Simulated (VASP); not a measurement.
The system is W.

```xyz
1
Lattice="0.0000 2.0300 2.0300 2.0300 0.0000 2.0300 2.0300 2.0300 0.0000" Properties=species:S:1:pos:R:3 pbc="T T T"
W     0.0000    0.0000    0.0000
```

- Program: VASP 6.6.1
- Task: relaxation of cell and atoms
- Functional: PBEsol
- Potentials or basis: VASP PAW PBE potentials, release 64 (W_sv)
- Cutoff: 600 eV
- k mesh: 11 × 11 × 11
- Occupations: fermi-dirac, width 0.05 eV
- Spin: no spin polarisation

At the start: pressure -12.2 GPa; volume 16.73 Å³/atom.

Where does the relaxation end?

Over 7 steps the energy falls by 27.9 meV/atom and the volume is 16.03 Å³/atom (-4.2 %); space group Fm-3m (No. 225, to 0.05 Å).

Step by step:
```
step  energy change (eV)  largest force (eV/Å)  pressure (GPa)  volume (Å³)
   1              0.0000                0.0000          -12.24        16.73
   2              0.3501                0.0000           61.33        13.82
   3             -0.0277                0.0000           -1.00        16.08
   4             -0.0279                0.0000           -0.17        16.04
   5             -0.0279                0.0000            0.12        16.03
   6             -0.0279                0.0000           -0.38        16.05
   7             -0.0279                0.0000            0.01        16.03
```

Final structure:
```
W
1.0
     0.00000    2.00129    2.00129
     2.00129    0.00000    2.00129
     2.00129    2.00129    0.00000
W
1
Direct
  0.00000 0.00000 0.00000
```

Caveat: the PAW data sets were made with another functional, which shifts forces and pressure a little.
